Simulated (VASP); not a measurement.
# PbS in VASP: notebook

Runs on PbS. Level: PBE. Tasks: single point.

Everything below comes from runs of VASP 6.6.1. Logs are shortened: lines on timing, memory, paths and dates and some standing lists are left out, and cuts for length are marked.

## (1) The cell of the first run

Symmetry: Fm-3m, No. 225, cubic system. The conventional cell has a = 5.930 Å, b = 5.930 Å, c = 5.930 Å, α = 90.00°, β = 90.00°, γ = 90.00°. Within 3.9 Å of Pb (site symmetry m-3m) lie 6 S at 2.96 Å. Within 3.9 Å of S (site symmetry m-3m) lie 6 Pb at 2.96 Å.

## (2) Single point, PBE

The input, INCAR:

```
SYSTEM = PbS
PREC = Accurate
ENCUT = 500
EDIFF = 1E-6
ISMEAR = 1
SIGMA = 0.132
LREAL = .False.
LASPH = .True.
NELM = 120
ALGO = Normal
ISIF = 2
LWAVE = .False.
LCHARG = .True.
GGA = PE
LELF = .True.
LVHAR = .True.
NBANDS = 17
GGA_COMPAT = .False.
```

The input, KPOINTS:

```
Automatic mesh
0
Gamma
  7 7 7
  0 0 0
```

The input, POSCAR:

```
PbS
1.0
    0.0000000000      2.9650000000      2.9650000000
    2.9650000000      0.0000000000      2.9650000000
    2.9650000000      2.9650000000      0.0000000000
Pb S
1 1
Direct
    0.0000000000      0.0000000000      0.0000000000
    0.5000000000      0.5000000000      0.5000000000
```

Potentials or basis: VASP PAW PBE potentials, release 64 (Pb_d, S).

The run is started by

```bash
cat potpaw_PBE.64/Pb_d/POTCAR potpaw_PBE.64/S/POTCAR > POTCAR
mpirun -np 1 vasp_std > vasp.out
```

OUTCAR:

```text
SYSTEM = PbS
   PREC = Accurate
   ENCUT = 500
   EDIFF = 1E-6
   ISMEAR = 1
   LREAL = .False.
   LASPH = .True.
   NELM = 120
   ISIF = 2
   GGA = PE

 ion  position               nearest neighbor table
   1  0.000  0.000  0.000-   2 2.96   2 2.96   2 2.96   2 2.96   2 2.96   2 2.96
   2  0.500  0.500  0.500-   1 2.96   1 2.96   1 2.96   1 2.96   1 2.96   1 2.96

  LATTYP: Found a face centered cubic cell.
 ALAT       =     5.9300000000

  Lattice vectors:

 A1 = (   0.0000000000,   2.9650000000,   2.9650000000)
 A2 = (   2.9650000000,   0.0000000000,   2.9650000000)
 A3 = (   2.9650000000,   2.9650000000,   0.0000000000)

Analysis of symmetry for initial positions (statically):
=====================================================================
 Subroutine PRICEL returns:
 Original cell was already a primitive cell.

 Routine SETGRP: Setting up the symmetry group for a
 face centered cubic supercell.

 Subroutine GETGRP returns: Found 48 space group operations
 (whereof 48 operations were pure point group operations)
 out of a pool of 48 trial point group operations.

The static configuration has the point symmetry O_h .

Analysis of symmetry for dynamics (positions and initial velocities):
=====================================================================
 Subroutine PRICEL returns:
 Original cell was already a primitive cell.

 Routine SETGRP: Setting up the symmetry group for a
 face centered cubic supercell.

 Subroutine GETGRP returns: Found 48 space group operations
 (whereof 48 operations were pure point group operations)
 out of a pool of 48 trial point group operations.

The dynamic configuration has the point symmetry O_h .

 Subroutine INISYM returns: Found 48 space group operations
 (whereof 48 operations are pure point group operations),
 and found     1 'primitive' translations

----------------------------------------------------------------------------------------

                                     Primitive cell

  volume of cell :      52.1320

  direct lattice vectors                    reciprocal lattice vectors
     0.000000000  2.965000000  2.965000000    -0.168634064  0.168634064  0.168634064
     2.965000000  0.000000000  2.965000000     0.168634064 -0.168634064  0.168634064
     2.965000000  2.965000000  0.000000000     0.168634064  0.168634064 -0.168634064

  length of vectors
     4.193143212  4.193143212  4.193143212     0.292082767  0.292082767  0.292082767

  position of ions in fractional coordinates (direct lattice)
     0.000000000  0.000000000  0.000000000
     0.500000000  0.500000000  0.500000000

  ion indices of the primitive-cell ions
   primitive index   ion index
                 1           1
                 2           2

----------------------------------------------------------------------------------------

 KPOINTS: Automatic mesh

Automatic generation of k-mesh.
 Grid dimensions read from file:
 generate k-points for:    7    7    7

 Generating k-lattice:

  Cartesian coordinates                     Fractional coordinates (reciprocal lattice)
    -0.024090581  0.024090581  0.024090581     0.142857143  0.000000000  0.000000000
     0.024090581 -0.024090581  0.024090581     0.000000000  0.142857143  0.000000000
     0.024090581  0.024090581 -0.024090581     0.000000000  0.000000000  0.142857143

  Length of vectors
     0.041726110  0.041726110  0.041726110

  Shift w.r.t. Gamma in fractional coordinates (k-lattice)
     0.000000000  0.000000000  0.000000000

 Subroutine IBZKPT returns following result:
 ===========================================

 Found     20 irreducible k-points:

 Following reciprocal coordinates:
            Coordinates               Weight
  0.000000  0.000000  0.000000      1.000000
  0.142857  0.000000  0.000000      8.000000
  0.285714  0.000000  0.000000      8.000000
  0.428571  0.000000  0.000000      8.000000
  0.142857  0.142857  0.000000      6.000000
  0.285714  0.142857  0.000000     24.000000
[... 12 lines left out ...]
 -0.428571  0.428571  0.142857     24.000000
 -0.285714  0.428571  0.142857     24.000000
   k-points           NKPTS =     20   k-points in BZ     NKDIM =     20   number of bands    NBANDS=     17
   number of dos      NEDOS =    301   number of ions     NIONS =      2
   total plane-waves  NPLWV =  32768
   dimension x,y,z NGX =    32 NGY =   32 NGZ =   32
   dimension x,y,z NGXF=    64 NGYF=   64 NGZF=   64
   ions per type =               1   1
   NGX,Y,Z   is equivalent  to a cutoff of  12.69, 12.69, 12.69 a.u.
   NGXF,Y,Z  is equivalent  to a cutoff of  25.37, 25.37, 25.37 a.u.
 SYSTEM =  PbS
   PREC   = accura    normal or accurate (medium, high low for compatibility)
   ISTART =      0    job   : 0-new  1-cont  2-samecut
   ICHARG =      2    charge: 1-file 2-atom 10-const
   ISPIN  =      1    spin polarized calculation?
   LNONCOLLINEAR =      F non collinear calculations
   LSORBIT =      F    spin-orbit coupling
   LASPH  =      T    aspherical Exc in radial PAW
   ENCUT  =  500.0 eV  36.75 Ry    6.06 a.u.   7.65  7.65  7.65*2*pi/ulx,y,z
   NELM   =    120;   NELMIN=  2; NELMDL= -5     # of ELM steps
   EDIFF  = 0.1E-05   stopping-criterion for ELM
   LREAL  =      F    real-space projection
   EDIFFG = 0.1E-04   stopping-criterion for IOM
   NSW    =      0    number of steps for IOM
   IBRION =     -1    ionic relax: 0-MD 1-quasi-New 2-CG
   NFREE  =      0    steps in history (QN), initial steepest desc. (CG)
   ISIF   =      2    stress and relaxation
   ISYM   =      2    0-nonsym 1-usesym 2-fastsym
   POTIM  = 0.5000    time-step for ionic-motion
   TEBEG  =    0.0;   TEEND  =   0.0 temperature during run
   PSTRESS=    0.0 pullay stress
   NELECT =      20.0000    total number of electrons
   NUPDOWN=      -1.0000    fix difference up-down
   EMIN   =  10.00;   EMAX   =-10.00  energy-range for DOS
   EFERMI =   0.00;   METHOD = LEGACY
   ISMEAR =     1;   SIGMA  =   0.13  broadening in eV -4-tet -1-fermi 0-gaus
   EFERMI_NEDOS =   21; number of points for ismear=-14 and -15
   IALGO  =     38    algorithm
   IMIX   =      4    mixing-type and parameters
     AMIX     =   0.40;   BMIX     =  1.00
     AMIX_MAG =   1.60;   BMIX_MAG =  1.00
  volume/ion in A,a.u.               =      26.07       175.90
  Fermi-wavevector in a.u.,A,eV,Ry     =   1.189552  2.247928 19.252709  1.415034
  Thomas-Fermi vector in A             =   2.325657
   LORBIT       =      0    0 simple, 1 ext, 2 COOP (PROOUT), +10 PAW based schemes
   GGA     = PE    functional components
   LHFCALC =     F    Hartree Fock is set to
   AEXX    =    0.0000 exact exchange contribution
   IVDW    =     0    specifies the selected vdW correction
   LEPSILON=     F    determine dielectric tensor
   LRPA    =     F    only Hartree local field effects (RPA)
 non-spin polarized calculation
 Methfessel and Paxton  Order N= 1 SIGMA  =   0.13
  energy-cutoff  :      500.00
  volume of cell :       52.13
 maximum number of plane-waves:      1363
   NGX = 15   NGY = 15   NGZ = 15

 number of electron      19.9999998 magnetization

 Free energy of the ion-electron system (eV)
  ---------------------------------------------------
  ext. energy  EPLUGINS =         0.00000000
  ---------------------------------------------------
  free energy    TOTEN  =        -8.75701585 eV

  energy without entropy =       -8.75721299  energy(sigma->0) =       -8.75708156

 E-fermi :   5.6822     XC(G=0):  -9.6871

 val. band max:        5.5719758583   @ k =   0.4286   0.0000   0.0000
 cond. band min:       6.5244549949   @ k =   0.4286   0.0000   0.0000
 fundamental gap:      0.9524791367
 Fermi energy:         5.6822207554

 k-point     1 :       0.0000    0.0000    0.0000
  band No.  band energies     occupation
      1     -10.9945      2.00000
      2     -10.9945      2.00000
      3     -10.9945      2.00000
      4     -10.9781      2.00000
      5     -10.9781      2.00000
      6      -7.7740      2.00000
[... 9 lines left out ...]
     16      12.5599      0.00000
     17      14.4870      0.00000

 k-point     2 :       0.1429    0.0000    0.0000
  band No.  band energies     occupation
      1     -10.9935      2.00000
      2     -10.9915      2.00000
      3     -10.9915      2.00000
      4     -10.9782      2.00000
      5     -10.9782      2.00000
      6      -7.6008      2.00000
[... 9 lines left out ...]
     16      13.0260      0.00000
     17      15.9604      0.00000

 k-point     3 :       0.2857    0.0000    0.0000
  band No.  band energies     occupation
      1     -11.0007      2.00000
      2     -11.0007      2.00000
      3     -10.9920      2.00000
      4     -10.9625      2.00000
      5     -10.9625      2.00000
      6      -7.1350      2.00000
[... 9 lines left out ...]
     16      14.1010      0.00000
     17      18.1659      0.00000

 k-point     4 :       0.4286    0.0000    0.0000
  band No.  band energies     occupation
      1     -11.0106      2.00000
      2     -11.0106      2.00000
      3     -10.9913      2.00000
      4     -10.9474      2.00000
      5     -10.9474      2.00000
      6      -6.6246      2.00000
[... 9 lines left out ...]
     16      15.5541      0.00000
     17      16.9225      0.00000
[... 263 lines left out ...]
      1     -11.0549      2.00000
      2     -10.9917      2.00000
      3     -10.9820      2.00000
      4     -10.9629      2.00000
      5     -10.9448      2.00000
      6      -6.3230      2.00000
[... 9 lines left out ...]
     16      16.4818      0.00000
     17      17.4993      0.00000

 k-point    19 :      -0.4286    0.4286    0.1429
  band No.  band energies     occupation
      1     -11.0983      2.00000
      2     -11.0035      2.00000
      3     -10.9689      2.00000
      4     -10.9496      2.00000
      5     -10.9365      2.00000
      6      -6.1668      2.00000
[... 9 lines left out ...]
     16      17.4707      0.00000
     17      17.8829      0.00000

 k-point    20 :      -0.2857    0.4286    0.1429
  band No.  band energies     occupation
      1     -11.0840      2.00000
      2     -10.9867      2.00000
      3     -10.9757      2.00000
      4     -10.9681      2.00000
      5     -10.9368      2.00000
      6      -6.0983      2.00000
[... 9 lines left out ...]
     16      17.5609      0.00000
     17      18.1745      0.00000

------------------------ aborting loop because EDIFF is reached ----------------------------------------

  FORCE on cell =-STRESS in cart. coord.  units (eV):
  Direction    XX          YY          ZZ          XY          YZ          ZX
  --------------------------------------------------------------------------------------
  -------------------------------------------------------------------------------------
  Total        0.6970005      0.6970005      0.6970005     -0.0000000     -0.0000000      0.0000000
  in kB       21.4209924     21.4209924     21.4209924     -0.0000000     -0.0000000      0.0000000
  external PRESSURE =      21.4209924 kB  Pullay stress =       0.0000000 kB

 VOLUME and BASIS-vectors are now :
 -----------------------------------------------------------------------------
  energy-cutoff  :      500.00
  volume of cell :       52.13
      direct lattice vectors                 reciprocal lattice vectors
     0.000000000  2.965000000  2.965000000    -0.168634064  0.168634064  0.168634064
     2.965000000  0.000000000  2.965000000     0.168634064 -0.168634064  0.168634064
     2.965000000  2.965000000  0.000000000     0.168634064  0.168634064 -0.168634064

 POSITION                                       TOTAL-FORCE (eV/Angst)
 -----------------------------------------------------------------------------------
      0.00000      0.00000      0.00000         0.000000     -0.000000      0.000000
      2.96500      2.96500      2.96500         0.000000      0.000000     -0.000000
 -----------------------------------------------------------------------------------
    total drift:                                0.000000     -0.000000     -0.000000

  FREE ENERGIE OF THE ION-ELECTRON SYSTEM (eV)
  ---------------------------------------------------
  free  energy   TOTEN  =        -8.7570158512 eV

  energy  without entropy=       -8.7572129916  energy(sigma->0) =       -8.75708156
```

Wall time 7.4 s (1 thread of Intel Xeon 6975P-C (Granite Rapids), shared host); peak memory 0.17 GiB.

What came out:

| Item | Value |
| --- | --- |
| Free energy | -8.7570 eV |
| Pressure | 2.1 GPa |

Caveat: this odd mesh misses L, so gap, dielectric constants and Born charges aren't listed; spin-orbit coupling is left out, which moves the levels of the heavy elements.

(Continued in part 2 of 2.)
